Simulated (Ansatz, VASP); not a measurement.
## Two plane-wave programs on Be2ZnSe3

```
Be Zn Se
1.0
     3.67870    0.00528   -0.00123
     0.84561    6.38333    0.00156
     0.53222    0.79582   10.25603
Be Zn Se
4 2 6
Direct
  0.28642 0.33518 0.93947
  0.26333 0.06298 0.58338
  0.66619 0.16709 0.27917
  0.67887 0.84402 0.79425
  0.05982 0.64253 0.39675
  0.06321 0.88285 0.07700
  0.78772 0.25807 0.06416
  0.82783 0.84750 0.57805
  0.14543 0.26550 0.38882
  0.20240 0.68909 0.88870
  0.55224 0.82316 0.25070
  0.46654 0.18201 0.75955
```

Change from the starting cell: the structure that the rattled cell fell into.

Alike in both runs: functional PBE; k mesh 8 × 4 × 4; occupations gaussian, width 0.02 eV; no spin polarisation.

Ansatz relaxed the structure, and its values are those at the end. VASP's run is a single point on that final structure, the one shown.

```csv
,VASP,Ansatz
version,VASP 6.6.1,Ansatz 0.2.0
potentials or method,"VASP PAW PBE potentials, release 64 (Be, Zn, Se), cutoff 520 eV","scalar-relativistic, plane waves, PAW"
valence electrons in the cell,68,128
```

```tsv
	VASP	Ansatz	Ansatz less VASP
gap on the k mesh at the Fermi level (eV)	0.91	0.91	+0.005
least direct gap on the mesh (eV)	1.26	1.26	0.000
pressure (GPa)	0.2	0.0	-0.18
rms of the force components (eV/Å)	0.007	0.002	-0.0049
```

VASP's potentials hold 68 valence electrons a cell and Ansatz's 128, so a difference there can come from the potentials and not from the codes.
